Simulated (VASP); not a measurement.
# In3Se (Pm-3m) in VASP: a series of runs

Runs on In3Se. Level: PBE. Tasks: single point.

All numbers are computed with VASP 6.6.1; they aren't measurements. Logs are shortened: lines on timing, memory, paths and dates and some standing lists are left out, and cuts for length are marked.

## 1. The cell of the first run

Symmetry: Pm-3m, No. 221, cubic system. Conventional cell: a = 4.739 Å, b = 4.739 Å, c = 4.739 Å, α = 90.00°, β = 90.00°, γ = 90.00°. In (site symmetry 4/mmm) has 8 In at 3.35 Å and 4 Se at 3.35 Å within 4.4 Å. Se (site symmetry m-3m) has 12 In at 3.35 Å within 4.4 Å.

## 2. Single point, PBE

INCAR reads:

```
PREC = Accurate
ENCUT = 520
EDIFF = 1E-7
ISMEAR = -1
SIGMA = 0.05
LREAL = F
LASPH = T
NELM = 80
ALGO = Normal
ISIF = 2
LWAVE = F
LCHARG = F
GGA = PE
NBANDS = 30
```

KPOINTS reads:

```
regular mesh
0
Gamma
  6 6 6
```

POSCAR reads:

```
In3Se
1.0
    4.7388343927      0.0000000000      0.0000000000
    0.0000000000      4.7388343927      0.0000000000
    0.0000000000      0.0000000000      4.7388343927
In Se
3 1
Direct
    0.5000000000      0.5000000000      0.0000000000
    0.5000000000      0.0000000000      0.5000000000
    0.0000000000      0.5000000000      0.5000000000
    0.0000000000      0.0000000000      0.0000000000
```

Potentials or basis: VASP PAW PBE potentials, release 64 (In_d, Se).

On the command line:

```sh
cat potpaw_PBE.64/In_d/POTCAR potpaw_PBE.64/Se/POTCAR > POTCAR
mpirun -np 1 vasp_std > vasp.out
```

OUTCAR:

```text
PREC = Accurate
   ENCUT = 520
   EDIFF = 1E-7
   ISMEAR = -1
   LREAL = F
   LASPH = T
   NELM = 80
   ISIF = 2
   GGA = PE

 ion  position               nearest neighbor table
   1  0.500  0.500  0.000-   2 3.35   3 3.35   4 3.35   2 3.35   3 3.35   2 3.35   4 3.35   2 3.35
                             3 3.35   4 3.35   3 3.35   4 3.35
   2  0.500  0.000  0.500-   1 3.35   3 3.35   4 3.35   1 3.35   4 3.35   1 3.35   3 3.35   1 3.35
                             3 3.35   4 3.35   4 3.35   3 3.35
   3  0.000  0.500  0.500-   1 3.35   2 3.35   4 3.35   1 3.35   4 3.35   2 3.35   4 3.35   4 3.35
                             1 3.35   2 3.35   1 3.35   2 3.35
   4  0.000  0.000  0.000-   1 3.35   2 3.35   3 3.35   2 3.35   3 3.35   1 3.35   3 3.35   3 3.35
                             1 3.35   2 3.35   2 3.35   1 3.35

  LATTYP: Found a simple cubic cell.
 ALAT       =     4.7388343927

  Lattice vectors:

 A1 = (   4.7388343927,   0.0000000000,   0.0000000000)
 A2 = (   0.0000000000,   4.7388343927,   0.0000000000)
 A3 = (   0.0000000000,   0.0000000000,   4.7388343927)

Analysis of symmetry for initial positions (statically):
=====================================================================
 Subroutine PRICEL returns:
 Original cell was already a primitive cell.

 Routine SETGRP: Setting up the symmetry group for a
 simple cubic supercell.

 Subroutine GETGRP returns: Found 48 space group operations
 (whereof 48 operations were pure point group operations)
 out of a pool of 48 trial point group operations.

The static configuration has the point symmetry O_h .

Analysis of symmetry for dynamics (positions and initial velocities):
=====================================================================
 Subroutine PRICEL returns:
 Original cell was already a primitive cell.

 Routine SETGRP: Setting up the symmetry group for a
 simple cubic supercell.

 Subroutine GETGRP returns: Found 48 space group operations
 (whereof 48 operations were pure point group operations)
 out of a pool of 48 trial point group operations.

The dynamic configuration has the point symmetry O_h .

 Subroutine INISYM returns: Found 48 space group operations
 (whereof 48 operations are pure point group operations),
 and found     1 'primitive' translations

----------------------------------------------------------------------------------------

                                     Primitive cell

  volume of cell :     106.4179
[... 87 lines left out ...]
   NELM   =     80;   NELMIN=  2; NELMDL= -5     # of ELM steps
   EDIFF  = 0.1E-06   stopping-criterion for ELM
   LREAL  =      F    real-space projection
   EDIFFG = 0.1E-05   stopping-criterion for IOM
   NSW    =      0    number of steps for IOM
   IBRION =     -1    ionic relax: 0-MD 1-quasi-New 2-CG
   NFREE  =      0    steps in history (QN), initial steepest desc. (CG)
   ISIF   =      2    stress and relaxation
   ISYM   =      2    0-nonsym 1-usesym 2-fastsym
   POTIM  = 0.5000    time-step for ionic-motion
   TEBEG  =    0.0;   TEEND  =   0.0 temperature during run
   PSTRESS=    0.0 pullay stress
   NELECT =      45.0000    total number of electrons
   NUPDOWN=      -1.0000    fix difference up-down
   EMIN   =  10.00;   EMAX   =-10.00  energy-range for DOS
   EFERMI =   0.00;   METHOD = LEGACY
   ISMEAR =    -1;   SIGMA  =   0.05  broadening in eV -4-tet -1-fermi 0-gaus
   EFERMI_NEDOS =   21; number of points for ismear=-14 and -15
   IALGO  =     38    algorithm
   IMIX   =      4    mixing-type and parameters
     AMIX     =   0.40;   BMIX     =  1.00
     AMIX_MAG =   1.60;   BMIX_MAG =  1.00
  volume/ion in A,a.u.               =      26.60       179.54
  Fermi-wavevector in a.u.,A,eV,Ry     =   1.228780  2.322058 20.543441  1.509900
  Thomas-Fermi vector in A             =   2.363692
   LORBIT       =      0    0 simple, 1 ext, 2 COOP (PROOUT), +10 PAW based schemes
   GGA     = PE    functional components
   LHFCALC =     F    Hartree Fock is set to
   AEXX    =    0.0000 exact exchange contribution
   IVDW    =     0    specifies the selected vdW correction
   LEPSILON=     F    determine dielectric tensor
   LRPA    =     F    only Hartree local field effects (RPA)
 non-spin polarized calculation
  energy-cutoff  :      520.00
  volume of cell :      106.42
 maximum number of plane-waves:      2897
 NGX is ok and might be reduce to    36
   NGX = 17   NGY = 17   NGZ = 17

 number of electron      45.0000044 magnetization

 Free energy of the ion-electron system (eV)
  ---------------------------------------------------
  ext. energy  EPLUGINS =         0.00000000
  ---------------------------------------------------
  free energy    TOTEN  =       -11.67517736 eV

  energy without entropy =      -11.66393696  energy(sigma->0) =      -11.66955716

 E-fermi :   6.4595     XC(G=0):  -9.9278

 val. band max:        6.2373130211   @ k =   0.5000   0.0000   0.0000
 cond. band min:       6.4681371679   @ k =   0.5000   0.1667   0.0000
 fundamental gap:      0.2308241468
 Fermi energy:         6.4594957583

 k-point     1 :       0.0000    0.0000    0.0000
  band No.  band energies     occupation
      1      -8.4531      2.00000
      2      -8.4410      2.00000
      3      -8.4410      2.00000
      4      -8.4410      2.00000
      5      -8.3121      2.00000
      6      -8.3121      2.00000
[... 649 lines left out ...]
     29      14.6461      0.00000
     30      15.0053      0.00000

------------------------ aborting loop because EDIFF is reached ----------------------------------------

  FORCE on cell =-STRESS in cart. coord.  units (eV):
  Direction    XX          YY          ZZ          XY          YZ          ZX
  --------------------------------------------------------------------------------------
  -------------------------------------------------------------------------------------
  Total        0.7780121      0.7780121      0.7780121      0.0000000      0.0000000     -0.0000000
  in kB       11.7133831     11.7133831     11.7133831      0.0000000      0.0000000     -0.0000000
  external PRESSURE =      11.7133831 kB  Pullay stress =       0.0000000 kB

 VOLUME and BASIS-vectors are now :
 -----------------------------------------------------------------------------
  energy-cutoff  :      520.00
  volume of cell :      106.42
      direct lattice vectors                 reciprocal lattice vectors
     4.738834393  0.000000000  0.000000000     0.211022356  0.000000000  0.000000000
     0.000000000  4.738834393  0.000000000     0.000000000  0.211022356  0.000000000
     0.000000000  0.000000000  4.738834393     0.000000000  0.000000000  0.211022356

 POSITION                                       TOTAL-FORCE (eV/Angst)
 -----------------------------------------------------------------------------------
      2.36942      2.36942      0.00000         0.000000      0.000000      0.000000
      2.36942      0.00000      2.36942         0.000000      0.000000      0.000000
      0.00000      2.36942      2.36942         0.000000      0.000000      0.000000
      0.00000      0.00000      0.00000         0.000000      0.000000      0.000000
 -----------------------------------------------------------------------------------
    total drift:                                0.000000      0.000000      0.000000

  FREE ENERGIE OF THE ION-ELECTRON SYSTEM (eV)
  ---------------------------------------------------
  free  energy   TOTEN  =       -11.6751773574 eV

  energy  without entropy=      -11.6639369556  energy(sigma->0) =      -11.66955716
```

OSZICAR:

```text
N       E                     dE             d eps       ncg     rms          rms(c)
DAV:   1     0.403887294871E+03    0.40389E+03   -0.21561E+04  1200   0.190E+03
DAV:   2     0.287675385634E+02   -0.37512E+03   -0.36711E+03  1200   0.443E+02
DAV:   3    -0.101927392846E+02   -0.38960E+02   -0.37672E+02  1502   0.158E+02
DAV:   4    -0.119033683144E+02   -0.17106E+01   -0.17062E+01  1400   0.352E+01
DAV:   5    -0.119772728312E+02   -0.73905E-01   -0.73895E-01  1754   0.628E+00    0.426E+00
DAV:   6    -0.116804102559E+02    0.29686E+00   -0.87748E-01  1770   0.813E+00    0.248E+00
DAV:   7    -0.116789698029E+02    0.14405E-02   -0.14237E-01  1410   0.182E+00    0.998E-01
DAV:   8    -0.116756594679E+02    0.33103E-02   -0.12272E-02  1746   0.693E-01    0.235E-01
DAV:   9    -0.116751809505E+02    0.47852E-03   -0.36926E-03  1750   0.377E-01    0.115E-01
DAV:  10    -0.116751648379E+02    0.16113E-04   -0.43557E-04  1642   0.192E-01    0.391E-02
DAV:  11    -0.116751795106E+02   -0.14673E-04   -0.71634E-05  1434   0.449E-02    0.124E-02
DAV:  12    -0.116751777059E+02    0.18046E-05   -0.41776E-06  1882   0.163E-02    0.548E-03
DAV:  13    -0.116751775636E+02    0.14230E-06   -0.15630E-07  1054   0.255E-03    0.359E-03
DAV:  14    -0.116751773542E+02    0.20940E-06   -0.73263E-08  1036   0.160E-03    0.340E-04
DAV:  15    -0.116751773574E+02   -0.31578E-08   -0.76346E-09   846   0.797E-04
   1 F= -.11675177E+02 E0= -.11669557E+02  d E =-.112404E-01
```

stdout:

```text
POSCAR found type information on POSCAR InSe
 POSCAR found :  2 types and       4 ions
 scaLAPACK will be used
 LDA part: xc-table for (Slater+PW92), standard interpolation
 POSCAR, INCAR and KPOINTS ok, starting setup
 FFT: planning ... GRIDC
 FFT: planning ... GRID_SOFT
 FFT: planning ... GRID
 WAVECAR not read
 entering main loop
```

It took 95 s on 1 thread of AMD EPYC 7R13, shared host; peak memory 0.19 GiB.

What came out:

| Quantity | Value |
| --- | --- |
| Free energy | -11.6752 eV |
| Pressure | 1.2 GPa |

Caveat: spin-orbit coupling is left out, which moves the levels of the heavy elements.

## 3. Single point, PBE

This run uses another cell than the first one, of 27.16 Å³/atom, 1.021 times its volume.

INCAR reads:

```
ALGO = Normal ; EDIFF = 1E-7
ENCUT = 520 ; GGA = PE
ISIF = 2 ; ISMEAR = -1
LASPH = True ; LCHARG = False
LREAL = False ; LWAVE = False
NBANDS = 30 ; NELM = 80
PREC = Accurate ; SIGMA = 0.05
```

KPOINTS reads:

```
k-points
0
Gamma
  6 6 6
```

POSCAR reads:

```
In3Se
1.0
    4.7715170420      0.0000000000      0.0000000000
    0.0000000000      4.7715170420      0.0000000000
    0.0000000000      0.0000000000      4.7715170420
In Se
3 1
Direct
    0.5000000000      0.5000000000      0.0000000000
    0.5000000000      0.0000000000      0.5000000000
    0.0000000000      0.5000000000      0.5000000000
    0.0000000000      0.0000000000      0.0000000000
```

Potentials or basis: VASP PAW PBE potentials, release 64 (In_d, Se).

On the command line:

```sh
cat potpaw_PBE.64/In_d/POTCAR potpaw_PBE.64/Se/POTCAR > POTCAR
mpirun -np 1 vasp_std > vasp.out
```

Run time: 1.9 min. Hardware: 1 thread of AMD EPYC 7R13, shared host; peak memory 0.2 GiB.

The run converged. Its results:

```
Free energy : -11.6865 eV
Pressure    : 0.4 GPa
```

Levels at points of the mesh, in eV from the Fermi level:
```csv
k point,band 19,band 20,band 21,band 22,band 23,band 24,band 25,band 26
"(0.00, 0.00, 0.00)",-3.41,-3.41,-2.27,-2.27,1.06,1.06,1.06,4.16
"(0.50, 0.00, 0.00)",-2.58,-2.58,-1.69,-1.14,-0.20,-0.20,1.31,3.70
"(0.50, 0.50, 0.00)",-5.83,-2.07,-0.94,-0.76,-0.76,1.35,1.70,1.70
"(0.50, 0.50, 0.50)",-4.43,-4.33,-4.33,-4.33,-3.34,2.99,2.99,2.99
```

Caveat: spin-orbit coupling is left out, which moves the levels of the heavy elements.

## 4. Single point, PBE

This run uses another cell than the first one, of 27.71 Å³/atom, 1.042 times its volume.

INCAR reads:

```
PREC = Accurate
ENCUT = 520
EDIFF = 1E-6
ISMEAR = -1
SIGMA = 0.05
LREAL = F
LASPH = T
NELM = 80
ALGO = Normal
ISIF = 2
LWAVE = F
LCHARG = F
GGA = PE
NBANDS = 30
```

KPOINTS reads:

```
regular mesh
0
Gamma
  6 6 6
```

POSCAR reads:

```
In3Se
1.0
    4.8037580000      0.0000000000      0.0000000000
    0.0000000000      4.8037580000      0.0000000000
    0.0000000000      0.0000000000      4.8037580000
In Se
3 1
Direct
    0.5000000000      0.5000000000      0.0000000000
    0.5000000000      0.0000000000      0.5000000000
    0.0000000000      0.5000000000      0.5000000000
    0.0000000000      0.0000000000      0.0000000000
```

On the command line:

```sh
cat potpaw_PBE.64/In_d/POTCAR potpaw_PBE.64/Se/POTCAR > POTCAR
mpirun -np 1 vasp_std > vasp.out
```

It took 1.7 min on 1 thread of AMD EPYC 7R13, shared host; peak memory 0.2 GiB.

It converged, with:

```
Free energy : -11.6878 eV
Pressure    : -0.3 GPa
```

Levels at points of the mesh, in eV from the Fermi level:
```tsv
k point	band 18	band 19	band 20	band 21	band 22	band 23	band 24	band 25	band 26	band 27
(0.00, 0.00, 0.00)	-3.33	-3.33	-3.33	-2.31	-2.31	1.05	1.05	1.05	4.11	4.11
(0.50, 0.00, 0.00)	-5.03	-2.52	-2.52	-1.76	-1.12	-0.17	-0.17	1.33	3.61	3.68
(0.50, 0.50, 0.00)	-5.96	-5.76	-2.02	-0.92	-0.78	-0.78	1.30	1.71	1.71	1.80
(0.50, 0.50, 0.50)	-4.42	-4.42	-4.22	-4.22	-4.22	-3.26	2.92	2.92	2.92	7.85
```

Caveat: spin-orbit coupling is left out, which moves the levels of the heavy elements.

## 5. Single point, PBE

This run uses another cell than the first one, of 28.27 Å³/atom, 1.062 times its volume.

INCAR reads:

```
SYSTEM = In3Se
PREC = Accurate ; ENCUT = 520
EDIFF = 1E-7 ; ISMEAR = -1
SIGMA = 0.05 ; LREAL = .False.
LASPH = .True. ; NELM = 80
ALGO = Normal ; ISIF = 2
LWAVE = .False. ; LCHARG = .False.
GGA = PE ; NBANDS = 30
```

KPOINTS reads:

```
regular mesh
0
Gamma
  6 6 6
  0 0 0
```

POSCAR reads:

```
In3Se
1.0
    4.8355718940      0.0000000000      0.0000000000
    0.0000000000      4.8355718940      0.0000000000
    0.0000000000      0.0000000000      4.8355718940
In Se
3 1
Direct
    0.5000000000      0.5000000000      0.0000000000
    0.5000000000      0.0000000000      0.5000000000
    0.0000000000      0.5000000000      0.5000000000
    0.0000000000      0.0000000000      0.0000000000
```

On the command line:

```sh
cat potpaw_PBE.64/In_d/POTCAR potpaw_PBE.64/Se/POTCAR > POTCAR
mpirun -np 1 vasp_std > vasp.out
```

It took 2.1 min on 1 thread of AMD EPYC 7R13, shared host; peak memory 0.2 GiB.

The run converged. Its results:

| Quantity | Value |
| --- | --- |
| Free energy | -11.6802 eV |
| Pressure | -0.9 GPa |

Levels at points of the mesh, in eV from the Fermi level:
| k point | band 20 | band 21 | band 22 | band 23 | band 24 | band 25 |
| --- | --- | --- | --- | --- | --- | --- |
| (0.00, 0.00, 0.00) | -3.24 | -2.34 | -2.34 | 1.04 | 1.04 | 1.04 |
| (0.50, 0.00, 0.00) | -2.45 | -1.83 | -1.10 | -0.14 | -0.14 | 1.36 |
| (0.50, 0.50, 0.00) | -1.98 | -0.88 | -0.80 | -0.80 | 1.26 | 1.71 |
| (0.50, 0.50, 0.50) | -4.12 | -4.12 | -4.12 | -3.19 | 2.87 | 2.87 |

Caveat: spin-orbit coupling is left out, which moves the levels of the heavy elements.

## 6. Overview

| cell | gap on the mesh (eV) | pressure (GPa) |
| --- | --- | --- |
| a = 4.739 Å, 4 atoms | none | 1.2 |
| a = 4.772 Å, 4 atoms | none | 0.4 |
| a = 4.804 Å, 4 atoms | none | -0.3 |
| a = 4.836 Å, 4 atoms | none | -0.9 |

Alike in all rows: task single point; level PBE; potentials or basis VASP PAW PBE potentials, release 64 (In_d, Se); no spin polarisation; k mesh 6 × 6 × 6; cutoff (eV) 520; smearing fermi-dirac 0.05 eV.

Caveats: spin-orbit coupling is left out, which moves the levels of the heavy elements.

Total energies depend on the potentials used, so only differences within one code and one set of settings carry meaning.
